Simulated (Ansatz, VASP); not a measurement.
Two plane-wave programs on SnSe2

The input INCAR:

```
ALGO = Normal
DIPOL = 0.5 0.5 0.500
EDIFF = 1E-7
ENCUT = 520
GGA = PS
IDIPOL = 3
ISIF = 2
ISMEAR = 0
LASPH = T
LCHARG = T
LDIPOL = T
LELF = T
LREAL = F
LVACPOTAV = T
LVHAR = T
LWAVE = F
NBANDS = 64
NELM = 80
PREC = Accurate
SIGMA = 0.05
```

File KPOINTS:

```
k-points
0
Gamma
  9 6 1
```

Contents of POSCAR:

```
SnSe2
1.0
    3.8189235646      0.0000000000      0.0000000000
    0.0000000000      6.1455711382      0.0000000000
    0.0000000000      0.0000000000     27.1267110141
Sn Se
4 8
Direct
    0.5000000000      0.0000000000      0.2764802558
    0.0000000000      0.0000000000      0.3984001163
    0.5000000000      0.0000000000      0.5203199767
    0.0000000000      0.0000000000      0.6422398372
    0.0000000000      0.7419283954      0.3171202093
    0.5000000000      0.2580716046      0.3577601628
    0.5000000000      0.7419283954      0.4390400698
    0.0000000000      0.2580716046      0.4796800233
    0.0000000000      0.7419283954      0.5609599302
    0.5000000000      0.2580716046      0.6015998837
    0.5000000000      0.7419283954      0.6828797907
    0.0000000000      0.2580716046      0.7235197442
```

Input for Ansatz:

```yaml
crystal:
  lattice:
    - [3.8189235646, 0.0, 0.0]
    - [0.0, 6.1455711382, 0.0]
    - [0.0, 0.0, 27.1267110141]
  atoms:
    - { symbol: Sn, position: [0.5, 0.0, 0.2764802558] }
    - { symbol: Se, position: [0.0, 0.7419283954, 0.3171202093] }
    - { symbol: Se, position: [0.5, 0.2580716046, 0.3577601628] }
    - { symbol: Sn, position: [0.0, 0.0, 0.3984001163] }
    - { symbol: Se, position: [0.5, 0.7419283954, 0.4390400698] }
    - { symbol: Se, position: [0.0, 0.2580716046, 0.4796800233] }
    - { symbol: Sn, position: [0.5, 0.0, 0.5203199767] }
    - { symbol: Se, position: [0.0, 0.7419283954, 0.5609599302] }
    - { symbol: Se, position: [0.5, 0.2580716046, 0.6015998837] }
    - { symbol: Sn, position: [0.0, 0.0, 0.6422398372] }
    - { symbol: Se, position: [0.5, 0.7419283954, 0.6828797907] }
    - { symbol: Se, position: [0.0, 0.2580716046, 0.7235197442] }
basis:
  ecutwfc: 420
kpoints:
  mp_grid: { grid: [9, 6, 1] }
hamiltonian:
  xc: pbesol
scf:
  occupations: { method: gaussian, width: 0.05 }
output:
  forces: true
  stress: true
  eigenvalues: true
  write_density: true
  write_potential: true
  elf: true
  volumetric_format: npy
efield:
  axis: 3
  dipole_correction: true
  ramp_width: 0.04
```

Alike in both runs: task single point; functional PBEsol; k mesh 9 × 6 × 1; occupations gaussian, width 0.05 eV; no spin polarisation.

```csv
,VASP,Ansatz
version,VASP 6.6.1,Ansatz 0.2.0
potentials or method,"VASP PAW PBE potentials, release 64 (Sn_d, Se), cutoff 520 eV","scalar-relativistic, plane waves, PAW"
valence electrons in the cell,104,184
```

```csv
,VASP,Ansatz,Ansatz less VASP
gap on the k mesh at the Fermi level (eV),none,none,-
rms of the force components (eV/Å),0.178,0.178,+0.0004
"work function, face that differs most (eV)",4.95,4.95,-0.001
```

VASP's potentials were made for PBE, not for PBEsol. A gap of «none» marks a metal or a gap that the smearing closes. VASP's potentials hold 104 valence electrons a cell and Ansatz's 184, so a difference there can come from the potentials and not from the codes. Ansatz's warnings: xc potential rough in thin density.
